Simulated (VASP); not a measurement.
# ZnSnN2 (P-4m2) in VASP: settings compared, part 3 of 3

VASP 6.6.1. Earlier steps stand in the parts before.

## 5. Single point, r2SCAN

Input file POSCAR:

```
ZnSnN2
1.0
    3.3820201418      0.0000000000      0.0000000000
    0.0000000000      3.3820201418      0.0000000000
    0.0000000000      0.0000000000      4.6996405198
Zn N Sn
1 2 1
Direct
    0.0000000000      0.0000000000      0.0000000000
    0.0000000000      0.5000000000      0.2448435876
    0.5000000000      0.0000000000      0.7551564124
    0.5000000000      0.5000000000      0.5000000000
```

Input file INCAR.step1:

```
SYSTEM = ZnSnN2
ALGO = Normal
EDIFF = 1E-4
ENCUT = 520
GGA = PE
ISMEAR = -1
LASPH = .True.
LCHARG = .False.
LREAL = .False.
LWAVE = .True.
NBANDS = 26
NELM = 100
PREC = Accurate
SIGMA = 0.02
```

Input file INCAR.step2:

```
SYSTEM = ZnSnN2
ALGO = Normal
EDIFF = 1E-6
ENCUT = 520
ISIF = 2
ISMEAR = -1
ISTART = 1
LASPH = .True.
LCHARG = .False.
LMIXTAU = .True.
LREAL = .False.
LWAVE = .False.
METAGGA = R2SCAN
NBANDS = 26
NELM = 100
PREC = Accurate
SIGMA = 0.02
```

Input file KPOINTS:

```
k-points
0
Gamma
  6 6 4
  0 0 0
```

Potentials or basis: VASP PAW PBE potentials, release 64 (Zn, N, Sn_d).

Run with:

```bash
$ cat potpaw_PBE.64/Zn/POTCAR potpaw_PBE.64/N/POTCAR potpaw_PBE.64/Sn_d/POTCAR > POTCAR
$ cp INCAR.step1 INCAR
$ mpirun -np 1 vasp_std > vasp.out
$ cp INCAR.step2 INCAR
$ mpirun -np 1 vasp_std > vasp.out
```

OUTCAR:

```text
SYSTEM = ZnSnN2
   EDIFF = 1E-6
   ENCUT = 520
   ISIF = 2
   ISMEAR = -1
   ISTART = 1
   LASPH = .True.
   LREAL = .False.
   METAGGA = R2SCAN
   NELM = 100
   PREC = Accurate

 ion  position               nearest neighbor table
   1  0.000  0.000  0.000-   2 2.05   3 2.05   2 2.05   3 2.05   4 3.35   4 3.35   4 3.35   4 3.35
                             4 3.35   4 3.35   4 3.35   4 3.35
   2  0.000  0.500  0.245-   1 2.05   1 2.05   4 2.07   4 2.07
   3  0.500  0.000  0.755-   1 2.05   1 2.05   4 2.07   4 2.07
   4  0.500  0.500  0.500-   2 2.07   3 2.07   3 2.07   2 2.07   1 3.35   1 3.35   1 3.35   1 3.35
                             1 3.35   1 3.35   1 3.35   1 3.35

  LATTYP: Found a simple tetragonal cell.
 ALAT       =     3.3820201418
 C/A-ratio  =     1.3895956626

  Lattice vectors:

 A1 = (   3.3820201418,   0.0000000000,   0.0000000000)
 A2 = (   0.0000000000,   3.3820201418,   0.0000000000)
 A3 = (   0.0000000000,   0.0000000000,   4.6996405198)

Analysis of symmetry for initial positions (statically):
=====================================================================
 Subroutine PRICEL returns:
 Original cell was already a primitive cell.

[... 175 lines left out ...]
 val. band max:        5.2331205362   @ k =   0.0000   0.0000   0.0000
 cond. band min:       5.5757695998   @ k =   0.0000   0.0000   0.0000
 fundamental gap:      0.3426490635
 Fermi energy:         5.4153320411

 k-point     1 :       0.0000    0.0000    0.0000
  band No.  band energies     occupation
      1     -16.5645      2.00000
      2     -16.2372      2.00000
      3     -16.2372      2.00000
      4     -16.1806      2.00000
      5     -16.0438      2.00000
      6     -11.2483      2.00000
[... 685 lines left out ...]
     25      16.1248      0.00000
     26      16.1870      0.00000

 [... further k-points ...]

------------------------ aborting loop because EDIFF is reached ----------------------------------------

  FORCE on cell =-STRESS in cart. coord.  units (eV):
  Direction    XX          YY          ZZ          XY          YZ          ZX
  --------------------------------------------------------------------------------------
  -------------------------------------------------------------------------------------
  Total        0.1741771      0.1741771      0.1577915      0.0000000      0.0000000      0.0000000
  in kB        5.1914015      5.1914015      4.7030241      0.0000000      0.0000000      0.0000000
  external PRESSURE =       5.0286090 kB  Pullay stress =       0.0000000 kB

 VOLUME and BASIS-vectors are now :
 -----------------------------------------------------------------------------
  energy-cutoff  :      520.00
  volume of cell :       53.75
      direct lattice vectors                 reciprocal lattice vectors
     3.382020142  0.000000000  0.000000000     0.295681267  0.000000000  0.000000000
     0.000000000  3.382020142  0.000000000     0.000000000  0.295681267  0.000000000
     0.000000000  0.000000000  4.699640520     0.000000000  0.000000000  0.212782232

 POSITION                                       TOTAL-FORCE (eV/Angst)
 -----------------------------------------------------------------------------------
      0.00000      0.00000      0.00000        -0.000000      0.000000      0.000000
      0.00000      1.69101      1.15068         0.000000      0.000000     -0.006792
      1.69101      0.00000      3.54896         0.000000      0.000000      0.006792
      1.69101      1.69101      2.34982         0.000000     -0.000000      0.000000
 -----------------------------------------------------------------------------------
    total drift:                                0.000000      0.000000      0.000000

  FREE ENERGIE OF THE ION-ELECTRON SYSTEM (eV)
  ---------------------------------------------------
  free  energy   TOTEN  =       -52.3107541438 eV

  energy  without entropy=      -52.3107523885  energy(sigma->0) =      -52.31075327
```

OUTCAR.step1:

```text
SYSTEM = ZnSnN2
   EDIFF = 1E-4
   ENCUT = 520
   GGA = PE
   ISMEAR = -1
   LASPH = .True.
[... 927 lines left out ...]
      0.00000      1.69101      1.15068        -0.000000      0.000000     -0.138844
      1.69101      0.00000      3.54896        -0.000000      0.000000      0.138844
      1.69101      1.69101      2.34982         0.000000     -0.000000      0.000000
 -----------------------------------------------------------------------------------
    total drift:                                0.000000      0.000000      0.000000

  FREE ENERGIE OF THE ION-ELECTRON SYSTEM (eV)
  ---------------------------------------------------
  free  energy   TOTEN  =       -21.3680694684 eV

  energy  without entropy=      -21.3674333287  energy(sigma->0) =      -21.36775140
```

Run time: 66 s. Hardware: 1 thread of Intel Xeon 6975P-C (Granite Rapids), shared host; peak memory 0.2 GiB.

What came out:

* Free energy: -52.3108 eV
* Pressure: 0.5 GPa
* Largest force: 0.007 eV/Å
* Band gap on the k mesh: 0.34 eV, direct

Forces on the atoms (eV/Å):
```
Zn   0.000  0.000  0.000
N    0.000  0.000 -0.007
N    0.000  0.000  0.007
Sn   0.000  0.000  0.000
```

Levels at points of the mesh, in eV from the valence-band top:
| k point | band 16 | band 17 | band 18 | band 19 | band 20 | band 21 |
| --- | --- | --- | --- | --- | --- | --- |
| (0.00, 0.00, 0.00) | 0.00 | 0.00 | 0.00 | 0.34 | 3.02 | 6.66 |
| (0.50, 0.00, 0.00) | -2.74 | -1.77 | -0.59 | 4.30 | 6.04 | 6.58 |
| (0.50, 0.50, 0.00) | -2.65 | -2.65 | -1.99 | 3.18 | 3.18 | 5.60 |
| (0.00, 0.00, 0.50) | -2.15 | -1.00 | -1.00 | 3.18 | 3.67 | 7.39 |
| (0.50, 0.00, 0.50) | -1.21 | -0.70 | -0.52 | 2.96 | 4.72 | 7.47 |
| (0.50, 0.50, 0.50) | -3.64 | -3.38 | -2.94 | 5.69 | 5.69 | 6.42 |

Caveat: the PAW data sets were made with another functional, which shifts forces and pressure a little; spin-orbit coupling is left out, which moves the levels of the heavy elements.
